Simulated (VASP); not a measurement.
# ScAl (Pm-3m) in VASP: single point with PBEsol

Aim: the single point of ScAl with PBEsol.

All numbers are computed with VASP 6.6.1; they aren't measurements. Logs are shortened: lines on timing, memory, paths and dates and some standing lists are left out, and cuts for length are marked.

## (1) The cell of the first run

The structure is cubic, space group Pm-3m (No. 221). Conventional cell: a = 3.344 Å, b = 3.344 Å, c = 3.344 Å, α = 90.00°, β = 90.00°, γ = 90.00°. Sc (site symmetry m-3m) has 8 Al at 2.90 Å and 6 Sc at 3.34 Å within 3.8 Å. Within 3.8 Å of Al (site symmetry m-3m) lie 8 Sc at 2.90 Å and 6 Al at 3.34 Å.

## (2) Single point, PBEsol

File POSCAR:

```
ScAl
1.0
    3.3444038964      0.0000000000      0.0000000000
    0.0000000000      3.3444038964      0.0000000000
    0.0000000000      0.0000000000      3.3444038964
Sc Al
1 1
Direct
    0.5000000000      0.5000000000      0.5000000000
    0.0000000000      0.0000000000      0.0000000000
```

File INCAR.step1:

```
SYSTEM = ScAl
  PREC = Accurate
  ENCUT = 520
  EDIFF = 1E-7
  ISMEAR = 0
  SIGMA = 0.1
  LREAL = .FALSE.
  LASPH = .TRUE.
  NELM = 60
  ALGO = Normal
  ISIF = 2
  LWAVE = .FALSE.
  LCHARG = .TRUE.
  LMAXMIX = 4
  GGA = PS
  NBANDS = 14
```

File KPOINTS.step1:

```
Automatic mesh
0
G
  12 12 12
  0 0 0
```

File INCAR.step2:

```
SYSTEM = ScAl
  PREC = Accurate
  ENCUT = 520
  EDIFF = 1E-7
  ISMEAR = -5
  SIGMA = 0.1
  LREAL = .FALSE.
  LASPH = .TRUE.
  NELM = 60
  ALGO = Normal
  ISIF = 2
  LWAVE = .FALSE.
  LCHARG = .FALSE.
  LMAXMIX = 4
  GGA = PS
  LORBIT = 11
  NBANDS = 14
  NEDOS = 2001
  ICHARG = 11
```

File KPOINTS.step2:

```
Automatic mesh
0
G
  18 18 18
  0 0 0
```

Potentials or basis: VASP PAW PBE potentials, release 64 (Sc_sv, Al).

Launch:

```
> cat potpaw_PBE.64/Sc_sv/POTCAR potpaw_PBE.64/Al/POTCAR > POTCAR
> cp INCAR.step1 INCAR
> cp KPOINTS.step1 KPOINTS
> mpirun -np 1 vasp_std > vasp.out
> cp INCAR.step2 INCAR
> cp KPOINTS.step2 KPOINTS
> mpirun -np 1 vasp_std > vasp.out
```

OUTCAR:

```text
SYSTEM = ScAl
   PREC = Accurate
   ENCUT = 520
   EDIFF = 1E-7
   ISMEAR = -5
   LREAL = .FALSE.
   LASPH = .TRUE.
   NELM = 60
   ISIF = 2
   GGA = PS
   LORBIT = 11
   ICHARG = 11

 ion  position               nearest neighbor table
   1  0.500  0.500  0.500-   2 2.90   2 2.90   2 2.90   2 2.90   2 2.90   2 2.90   2 2.90   2 2.90

   2  0.000  0.000  0.000-   1 2.90   1 2.90   1 2.90   1 2.90   1 2.90   1 2.90   1 2.90   1 2.90

  LATTYP: Found a simple cubic cell.
 ALAT       =     3.3444038964

  Lattice vectors:

 A1 = (   3.3444038964,   0.0000000000,   0.0000000000)
 A2 = (   0.0000000000,   3.3444038964,   0.0000000000)
 A3 = (   0.0000000000,   0.0000000000,   3.3444038964)

Analysis of symmetry for initial positions (statically):
=====================================================================
 Subroutine PRICEL returns:
 Original cell was already a primitive cell.

 Routine SETGRP: Setting up the symmetry group for a
 simple cubic supercell.

 Subroutine GETGRP returns: Found 48 space group operations
 (whereof 48 operations were pure point group operations)
 out of a pool of 48 trial point group operations.

The static configuration has the point symmetry O_h .

Analysis of symmetry for dynamics (positions and initial velocities):
=====================================================================
 Subroutine PRICEL returns:
 Original cell was already a primitive cell.

 Routine SETGRP: Setting up the symmetry group for a
 simple cubic supercell.

 Subroutine GETGRP returns: Found 48 space group operations
 (whereof 48 operations were pure point group operations)
 out of a pool of 48 trial point group operations.

The dynamic configuration has the point symmetry O_h .

 Subroutine INISYM returns: Found 48 space group operations
 (whereof 48 operations are pure point group operations),
 and found     1 'primitive' translations

----------------------------------------------------------------------------------------

                                     Primitive cell

  volume of cell :      37.4073

  direct lattice vectors                    reciprocal lattice vectors
     3.344403896  0.000000000  0.000000000     0.299006947  0.000000000  0.000000000
     0.000000000  3.344403896  0.000000000     0.000000000  0.299006947  0.000000000
     0.000000000  0.000000000  3.344403896     0.000000000  0.000000000  0.299006947

  length of vectors
     3.344403896  3.344403896  3.344403896     0.299006947  0.299006947  0.299006947

  position of ions in fractional coordinates (direct lattice)
     0.500000000  0.500000000  0.500000000
[... 100 lines left out ...]
     AMIX_MAG =   1.60;   BMIX_MAG =  1.00
  volume/ion in A,a.u.               =      18.70       126.22
  Fermi-wavevector in a.u.,A,eV,Ry     =   1.179774  2.229449 18.937493  1.391866
  Thomas-Fermi vector in A             =   2.316079
   LORBIT       =     11    0 simple, 1 ext, 2 COOP (PROOUT), +10 PAW based schemes
   GGA     = PS    functional components
   LHFCALC =     F    Hartree Fock is set to
   AEXX    =    0.0000 exact exchange contribution
   IVDW    =     0    specifies the selected vdW correction
   LEPSILON=     F    determine dielectric tensor
   LRPA    =     F    only Hartree local field effects (RPA)
 non-spin polarized calculation
 Fermi weights with tetrahedron method with Bloechl corrections
  energy-cutoff  :      520.00
  volume of cell :       37.41
 maximum number of plane-waves:      1024
 NGX is ok and might be reduce to    28

 number of electron      14.0000002 magnetization

 Free energy of the ion-electron system (eV)
  ---------------------------------------------------
  ext. energy  EPLUGINS =         0.00000000
  ---------------------------------------------------
  free energy    TOTEN  =       -11.62307548 eV

  energy without entropy =      -11.62307548  energy(sigma->0) =      -11.62307548

 E-fermi :   6.1509     XC(G=0): -10.5014

 val. band max:        6.1668369443   @ k =   0.3889   0.1111   0.0000
 cond. band min:       6.1446020531   @ k =   0.4444   0.3889   0.1111
 fundamental gap:     -0.0222348912
 Fermi energy:         6.1508529671

 k-point     1 :       0.0000    0.0000    0.0000
  band No.  band energies     occupation
      1     -43.0073      2.00000
      2     -21.6830      2.00000
      3     -21.6830      2.00000
      4     -21.6830      2.00000
      5      -2.3964      2.00000
      6       5.4391      2.00000
      7       5.4391      2.00000
      8       8.9306      0.00000
      9       8.9306      0.00000
     10       8.9306      0.00000
     11       9.9886      0.00000
     12       9.9886      0.00000
     13       9.9886      0.00000
     14      14.9054      0.00000
[... 377 lines left out ...]
      1     -42.9928      2.00000
      2     -21.8294      2.00000
      3     -21.6919      2.00000
      4     -21.6674      2.00000
      5      -0.7088      2.00000
      6       3.3418      2.00000
      7       5.9824      2.06577
      8       7.0214      0.00000
      9       7.3077      0.00000
     10       8.8592      0.00000
     11       9.6393      0.00000
     12      11.9293      0.00000
     13      13.1258      0.00000
     14      13.3915      0.00000

 [... further k-points ...]

------------------------ aborting loop because EDIFF is reached ----------------------------------------

  FORCE on cell =-STRESS in cart. coord.  units (eV):
  Direction    XX          YY          ZZ          XY          YZ          ZX
  --------------------------------------------------------------------------------------
  -------------------------------------------------------------------------------------
  Total        0.0282502      0.0282502      0.0282502     -0.0000000     -0.0000000     -0.0000000
  in kB        1.2099758      1.2099758      1.2099758     -0.0000000     -0.0000000     -0.0000000
  external PRESSURE =       1.2099758 kB  Pullay stress =       0.0000000 kB

 VOLUME and BASIS-vectors are now :
 -----------------------------------------------------------------------------
  energy-cutoff  :      520.00
  volume of cell :       37.41
      direct lattice vectors                 reciprocal lattice vectors
     3.344403896  0.000000000  0.000000000     0.299006947  0.000000000  0.000000000
     0.000000000  3.344403896  0.000000000     0.000000000  0.299006947  0.000000000
     0.000000000  0.000000000  3.344403896     0.000000000  0.000000000  0.299006947

 POSITION                                       TOTAL-FORCE (eV/Angst)
 -----------------------------------------------------------------------------------
      1.67220      1.67220      1.67220         0.000000      0.000000      0.000000
      0.00000      0.00000      0.00000         0.000000      0.000000      0.000000
 -----------------------------------------------------------------------------------
    total drift:                                0.000000      0.000000      0.000000

  FREE ENERGIE OF THE ION-ELECTRON SYSTEM (eV)
  ---------------------------------------------------
  free  energy   TOTEN  =       -11.6230754766 eV

  energy  without entropy=      -11.6230754766  energy(sigma->0) =      -11.62307548

 total charge

# of ion       s       p       d       tot
------------------------------------------
    1        2.218   6.148   1.157   9.523
    2        0.430   0.380   0.000   0.810
--------------------------------------------------
tot          2.648   6.528   1.157  10.333
```

OUTCAR.step1:

```text
SYSTEM = ScAl
   PREC = Accurate
   ENCUT = 520
   EDIFF = 1E-7
   ISMEAR = 0
   LREAL = .FALSE.
   LASPH = .TRUE.
[... 631 lines left out ...]
      1.67220      1.67220      1.67220         0.000000      0.000000      0.000000
      0.00000      0.00000      0.00000         0.000000      0.000000      0.000000
 -----------------------------------------------------------------------------------
    total drift:                                0.000000      0.000000      0.000000

  FREE ENERGIE OF THE ION-ELECTRON SYSTEM (eV)
  ---------------------------------------------------
  free  energy   TOTEN  =       -11.6250732886 eV

  energy  without entropy=      -11.6216091471  energy(sigma->0) =      -11.62334122
```

Wall time 57 s (1 thread of Intel Xeon Platinum 8488C (Sapphire Rapids), shared host); peak memory 0.24 GiB.

What came out:

```
Valence electrons inside the program's atomic spheres : Sc 9.52; Al 0.81
```

Levels at points of the mesh, in eV from the Fermi level:
| k point | band 3 | band 4 | band 5 | band 6 | band 7 | band 8 | band 9 | band 10 | band 11 | band 12 |
| --- | --- | --- | --- | --- | --- | --- | --- | --- | --- | --- |
| (0.00, 0.00, 0.00) | -27.83 | -27.83 | -8.55 | -0.71 | -0.71 | 2.78 | 2.78 | 2.78 | 3.84 | 3.84 |
| (0.50, 0.00, 0.00) | -27.82 | -27.82 | -5.69 | -4.61 | 0.26 | 0.80 | 0.80 | 3.02 | 3.92 | 6.07 |
| (0.50, 0.50, 0.00) | -28.00 | -27.80 | -4.75 | -1.85 | -1.85 | -0.86 | 1.56 | 1.56 | 3.80 | 5.09 |
| (0.50, 0.50, 0.50) | -27.98 | -27.98 | -2.60 | -2.60 | -2.60 | -0.34 | 2.97 | 2.97 | 2.97 | 3.87 |

Caveat: the PAW data sets were made with another functional, which shifts forces and pressure a little.
